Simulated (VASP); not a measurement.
# SnSe (I-4m2) in VASP: single point with HSE06

Aim: the single point of SnSe with HSE06.

Program: VASP 6.6.1. These are calculated values, not measurements. Logs are shortened: lines on timing, memory, paths and dates and some standing lists are left out, and cuts for length are marked.

## Step 1: The cell of the first run

Symmetry: I-4m2, No. 119, tetragonal system. Conventional cell: a = 4.757 Å, b = 4.757 Å, c = 6.912 Å, α = 90.00°, β = 90.00°, γ = 90.00°. Sn (site symmetry -4m2) has 4 Se at 2.94 Å within 3.9 Å. Se (site symmetry -4m2) has 4 Sn at 2.94 Å within 3.9 Å.

## Step 2: Single point, HSE06 (uniaxial z strain +2.7%)

POSCAR

```
SnSe
1.0
    0.0000000000      3.3639842963      3.4558210676
    3.3639842963      0.0000000000      3.4558210676
    3.3639842963      3.3639842963      0.0000000000
Sn Se
1 1
Direct
    0.0000000000      0.0000000000      0.0000000000
    0.2500000000      0.2500000000      0.2500000000
```

INCAR.step1

```
PREC     = Accurate       # precision mode
ENCUT    = 520            # plane-wave cutoff, eV
EDIFF    = 1E-5           # SCF threshold, eV
ISMEAR   = -1             # smearing method
SIGMA    = 0.02           # smearing width, eV
LREAL    = F              # projectors in reciprocal space
LASPH    = T              # aspherical terms in the spheres
NELM     = 80             # most SCF steps
ALGO     = Normal         # electronic algorithm
ISIF     = 2              # what is computed and relaxed
LWAVE    = T              # write WAVECAR
LCHARG   = F              # write CHGCAR
NBANDS   = 17             # bands
GGA      = PE             # functional
```

INCAR.step2

```
PREC     = Accurate       # precision mode
ENCUT    = 520            # plane-wave cutoff, eV
EDIFF    = 1E-7           # SCF threshold, eV
ISMEAR   = -1             # smearing method
SIGMA    = 0.02           # smearing width, eV
LREAL    = F              # projectors in reciprocal space
LASPH    = T              # aspherical terms in the spheres
NELM     = 80             # most SCF steps
ALGO     = Normal         # electronic algorithm
ISIF     = 2              # what is computed and relaxed
LWAVE    = F              # write WAVECAR
LCHARG   = F              # write CHGCAR
GGA      = PE             # functional
LHFCALC  = T              # exact exchange
HFSCREEN = 0.2079         # screening, 1/A
PRECFOCK = Normal       
NBANDS   = 17             # bands
ISTART   = 1
```

KPOINTS

```
regular mesh
0
Gamma
  4 4 4
```

Potentials or basis: VASP PAW PBE potentials, release 64 (Sn_d, Se).

On the command line:

```sh
$ cat potpaw_PBE.64/Sn_d/POTCAR potpaw_PBE.64/Se/POTCAR > POTCAR
$ cp INCAR.step1 INCAR
$ mpirun -np 1 vasp_std > vasp.out
$ cp INCAR.step2 INCAR
$ mpirun -np 1 vasp_std > vasp.out
```

OUTCAR:

```text
PREC = Accurate
   ENCUT = 520
   EDIFF = 1E-7
   ISMEAR = -1
   LREAL = F
   LASPH = T
   NELM = 80
   ISIF = 2
   GGA = PE
   LHFCALC = T
   HFSCREEN = 0.2079
   PRECFOCK = Normal
   ISTART = 1

 ion  position               nearest neighbor table
   1  0.000  0.000  0.000-   2 2.94   2 2.94   2 2.94   2 2.94
   2  0.250  0.250  0.250-   1 2.94   1 2.94   1 2.94   1 2.94

  LATTYP: Found a body centered tetragonal cell.
 ALAT       =     4.7573922154
 C/A-ratio  =     1.4528215926

  Lattice vectors:

 A1 = (  -3.3639842963,   0.0000000000,   3.4558210676)
 A2 = (   3.3639842963,   0.0000000000,   3.4558210676)
 A3 = (   0.0000000000,   3.3639842963,  -3.4558210676)

Analysis of symmetry for initial positions (statically):
=====================================================================
 Subroutine PRICEL returns:
 Original cell was already a primitive cell.

 Routine SETGRP: Setting up the symmetry group for a
 body centered tetragonal supercell.

 Subroutine GETGRP returns: Found  8 space group operations
 (whereof  8 operations were pure point group operations)
 out of a pool of 16 trial point group operations.

The static configuration has the point symmetry D_2d.

Analysis of symmetry for dynamics (positions and initial velocities):
=====================================================================
 Subroutine PRICEL returns:
 Original cell was already a primitive cell.

 Routine SETGRP: Setting up the symmetry group for a
 body centered tetragonal supercell.

 Subroutine GETGRP returns: Found  8 space group operations
 (whereof  8 operations were pure point group operations)
 out of a pool of 16 trial point group operations.

The dynamic configuration has the point symmetry D_2d.

 Subroutine INISYM returns: Found  8 space group operations
 (whereof  8 operations are pure point group operations),
 and found     1 'primitive' translations

----------------------------------------------------------------------------------------

                                     Primitive cell

  volume of cell :      78.2148

  direct lattice vectors                    reciprocal lattice vectors
     0.000000000  3.363984296  3.455821068    -0.148633274  0.148633274  0.144683417
     3.363984296  0.000000000  3.455821068     0.148633274 -0.148633274  0.144683417
     3.363984296  3.363984296  0.000000000     0.148633274  0.148633274 -0.144683417

  length of vectors
     4.822767836  4.822767836  4.757392215     0.255180312  0.255180312  0.255180312

  position of ions in fractional coordinates (direct lattice)
     0.000000000  0.000000000  0.000000000
     0.250000000  0.250000000  0.250000000

  ion indices of the primitive-cell ions
   primitive index   ion index
                 1           1
                 2           2

----------------------------------------------------------------------------------------

 KPOINTS: regular mesh

Automatic generation of k-mesh.
 Grid dimensions read from file:
 generate k-points for:    4    4    4

 Generating k-lattice:

  Cartesian coordinates                     Fractional coordinates (reciprocal lattice)
    -0.037158319  0.037158319  0.036170854     0.250000000  0.000000000  0.000000000
     0.037158319 -0.037158319  0.036170854     0.000000000  0.250000000  0.000000000
     0.037158319  0.037158319 -0.036170854     0.000000000  0.000000000  0.250000000

  Length of vectors
     0.063795078  0.063795078  0.063795078

  Shift w.r.t. Gamma in fractional coordinates (k-lattice)
     0.000000000  0.000000000  0.000000000

 Subroutine IBZKPT returns following result:
 ===========================================

 Found     13 irreducible k-points:

 Following reciprocal coordinates:
            Coordinates               Weight
  0.000000  0.000000  0.000000      1.000000
  0.250000  0.000000  0.000000      8.000000
  0.500000  0.000000  0.000000      4.000000
  0.250000  0.250000  0.000000      2.000000
  0.500000  0.250000  0.000000      8.000000
 -0.250000  0.250000  0.000000      4.000000
  0.500000  0.500000  0.000000      1.000000
  0.250000  0.000000  0.250000      4.000000
  0.500000  0.000000  0.250000     16.000000
 -0.250000 -0.000000  0.250000      8.000000
 -0.250000  0.500000  0.250000      4.000000
  0.500000  0.000000  0.500000      2.000000
 -0.250000  0.250000  0.500000      2.000000
   k-points           NKPTS =     13   k-points in BZ     NKDIM =     64   number of bands    NBANDS=     17
   number of dos      NEDOS =    301   number of ions     NIONS =      2
   total plane-waves  NPLWV =  46656
   dimension x,y,z NGX =    36 NGY =   36 NGZ =   36
   dimension x,y,z NGXF=    72 NGYF=   72 NGZF=   72
   ions per type =               1   1
   NGX,Y,Z   is equivalent  to a cutoff of  12.41, 12.41, 12.58 a.u.
   NGXF,Y,Z  is equivalent  to a cutoff of  24.82, 24.82, 25.16 a.u.
 SYSTEM =  unknown system
   PREC   = accura    normal or accurate (medium, high low for compatibility)
   ISTART =      1    job   : 0-new  1-cont  2-samecut
   ICHARG =      0    charge: 1-file 2-atom 10-const
   ISPIN  =      1    spin polarized calculation?
   LNONCOLLINEAR =      F non collinear calculations
   LSORBIT =      F    spin-orbit coupling
   LASPH  =      T    aspherical Exc in radial PAW
   ENCUT  =  520.0 eV  38.22 Ry    6.18 a.u.   8.97  8.97  8.85*2*pi/ulx,y,z
   NELM   =     80;   NELMIN=  2; NELMDL=  0     # of ELM steps
   EDIFF  = 0.1E-06   stopping-criterion for ELM
   LREAL  =      F    real-space projection
   EDIFFG = 0.1E-05   stopping-criterion for IOM
   NSW    =      0    number of steps for IOM
   IBRION =     -1    ionic relax: 0-MD 1-quasi-New 2-CG
   NFREE  =      0    steps in history (QN), initial steepest desc. (CG)
   ISIF   =      2    stress and relaxation
   ISYM   =      3    0-nonsym 1-usesym 2-fastsym
   POTIM  = 0.5000    time-step for ionic-motion
   TEBEG  =    0.0;   TEEND  =   0.0 temperature during run
   PSTRESS=    0.0 pullay stress
   NELECT =      20.0000    total number of electrons
   NUPDOWN=      -1.0000    fix difference up-down
   EMIN   =  10.00;   EMAX   =-10.00  energy-range for DOS
   EFERMI =   0.00;   METHOD = LEGACY
   ISMEAR =    -1;   SIGMA  =   0.02  broadening in eV -4-tet -1-fermi 0-gaus
   EFERMI_NEDOS =   21; number of points for ismear=-14 and -15
   IALGO  =     38    algorithm
   IMIX   =      1    mixing-type and parameters
     AMIX     =   0.40;   BMIX     =  1.00
     AMIX_MAG =   1.60;   BMIX_MAG =  1.00
  volume/ion in A,a.u.               =      39.11       263.91
  Fermi-wavevector in a.u.,A,eV,Ry     =   1.039095  1.963604 14.690451  1.079718
  Thomas-Fermi vector in A             =   2.173609
   LORBIT       =      0    0 simple, 1 ext, 2 COOP (PROOUT), +10 PAW based schemes
   GGA     = PE    functional components
   LHFCALC =     T    Hartree Fock is set to
   PRECFOCK=normal    Normal, Fast or Accurate (Low or Medium for compatibility)
   ENCUT4O =  -1.0   cutoff for four orbital integrals eV
   NKREDX  =     1    reduce k-point grid by
   NKREDY  =     1    reduce k-point grid by
   NKREDZ  =     1    reduce k-point grid by
   AEXX    =    0.2500 exact exchange contribution
   HFSCREEN=    0.2079 screening length (either q_TF or 0.3 A-1)
   HFSCREENC=   0.2079 screening length for correlation (either q_TF or 0.3 A-1)
   ENCUTFOCK=  -1.0 apply spherical cutoff to Coloumb kernel
   IVDW    =     0    specifies the selected vdW correction
   LEPSILON=     F    determine dielectric tensor
   LRPA    =     F    only Hartree local field effects (RPA)
 non-spin polarized calculation
  energy-cutoff  :      520.00
  volume of cell :       78.21
 maximum number of plane-waves:      2116
  NGX = 28; NGY = 28; NGZ = 28

 number of electron      20.0000002 magnetization

 Free energy of the ion-electron system (eV)
  ---------------------------------------------------
  ext. energy  EPLUGINS =         0.00000000
  ---------------------------------------------------
  free energy    TOTEN  =        -9.21110541 eV

  energy without entropy =       -9.21110110  energy(sigma->0) =       -9.21110326

 E-fermi :   2.7752     XC(G=0):  -6.4963

 val. band max:        2.5877870859   @ k =  -0.2500   0.5000   0.2500
 cond. band min:       2.9489460381   @ k =   0.5000   0.0000   0.5000
 fundamental gap:      0.3611589522
 Fermi energy:         2.7751553373

 k-point     1 :       0.0000    0.0000    0.0000
  band No.  band energies     occupation
      1     -21.5002      2.00000
      2     -21.4965      2.00000
      3     -21.4965      2.00000
      4     -21.4857      2.00000
      5     -21.4818      2.00000
      6     -11.9779      2.00000
[... 9 lines left out ...]
     16      10.8430      0.00000
     17      11.5199      0.00000

 k-point     2 :       0.2500    0.0000    0.0000
  band No.  band energies     occupation
      1     -21.4998      2.00000
      2     -21.4965      2.00000
      3     -21.4951      2.00000
      4     -21.4857      2.00000
      5     -21.4816      2.00000
      6     -11.7511      2.00000
[... 9 lines left out ...]
     16       9.9638      0.00000
     17      11.2903      0.00000

 k-point     3 :       0.5000    0.0000    0.0000
  band No.  band energies     occupation
      1     -21.5005      2.00000
      2     -21.4956      2.00000
      3     -21.4939      2.00000
      4     -21.4853      2.00000
      5     -21.4812      2.00000
      6     -11.4883      2.00000
[... 9 lines left out ...]
     16      11.0489      0.00000
     17      11.1325      0.00000

 k-point     4 :       0.2500    0.2500    0.0000
  band No.  band energies     occupation
      1     -21.5036      2.00000
      2     -21.4934      2.00000
      3     -21.4934      2.00000
      4     -21.4849      2.00000
      5     -21.4827      2.00000
      6     -11.6803      2.00000
[... 9 lines left out ...]
     16      11.5312      0.00000
     17      13.3265      0.00000
[... 123 lines left out ...]
      1     -21.5030      2.00000
      2     -21.4940      2.00000
      3     -21.4906      2.00000
      4     -21.4857      2.00000
      5     -21.4819      2.00000
      6     -11.3121      2.00000
[... 9 lines left out ...]
     16      11.9252      0.00000
     17      12.1460      0.00000

 k-point    12 :       0.5000    0.0000    0.5000
  band No.  band energies     occupation
      1     -21.5039      2.00000
      2     -21.4929      2.00000
      3     -21.4906      2.00000
      4     -21.4876      2.00000
      5     -21.4802      2.00000
      6     -11.3051      2.00000
[... 9 lines left out ...]
     16      12.5543      0.00000
     17      12.7411      0.00000

 k-point    13 :      -0.2500    0.2500    0.5000
  band No.  band energies     occupation
      1     -21.5016      2.00000
      2     -21.4930      2.00000
      3     -21.4930      2.00000
      4     -21.4870      2.00000
      5     -21.4807      2.00000
      6     -11.3022      2.00000
[... 9 lines left out ...]
     16      12.0183      0.00000
     17      12.4161      0.00000

------------------------ aborting loop because EDIFF is reached ----------------------------------------

  FORCE on cell =-STRESS in cart. coord.  units (eV):
  Direction    XX          YY          ZZ          XY          YZ          ZX
  --------------------------------------------------------------------------------------
  -------------------------------------------------------------------------------------
  Total       -0.3834964     -0.3834964     -0.4278682      0.0000000      0.0000000     -0.0000000
  in kB       -7.8556603     -7.8556603     -8.7645863      0.0000000      0.0000000     -0.0000000
  external PRESSURE =      -8.1586356 kB  Pullay stress =       0.0000000 kB

 VOLUME and BASIS-vectors are now :
 -----------------------------------------------------------------------------
  energy-cutoff  :      520.00
  volume of cell :       78.21
      direct lattice vectors                 reciprocal lattice vectors
     0.000000000  3.363984296  3.455821068    -0.148633274  0.148633274  0.144683417
     3.363984296  0.000000000  3.455821068     0.148633274 -0.148633274  0.144683417
     3.363984296  3.363984296  0.000000000     0.148633274  0.148633274 -0.144683417

 POSITION                                       TOTAL-FORCE (eV/Angst)
 -----------------------------------------------------------------------------------
      0.00000      0.00000      0.00000         0.000000      0.000000      0.000000
      1.68199      1.68199      1.72791        -0.000000     -0.000000     -0.000000
 -----------------------------------------------------------------------------------
    total drift:                               -0.000000     -0.000000     -0.000001

  FREE ENERGIE OF THE ION-ELECTRON SYSTEM (eV)
  ---------------------------------------------------
  free  energy   TOTEN  =        -9.2111054104 eV

  energy  without entropy=       -9.2111011010  energy(sigma->0) =       -9.21110326
```

Wall time 48 min (1 thread of Oxide Virtual Turin-like, shared host); peak memory 0.3 GiB.

What came out:

- Free energy: -9.2111 eV
- Pressure: -0.8 GPa
- Band gap on the k mesh: 0.36 eV (least direct gap 1.05 eV)

Caveat: the cell differs from its parent crystal (uniaxial z strain +2.7%); the PAW data sets were made with another functional, which shifts forces and pressure a little; spin-orbit coupling is left out, which moves the levels of the heavy elements.
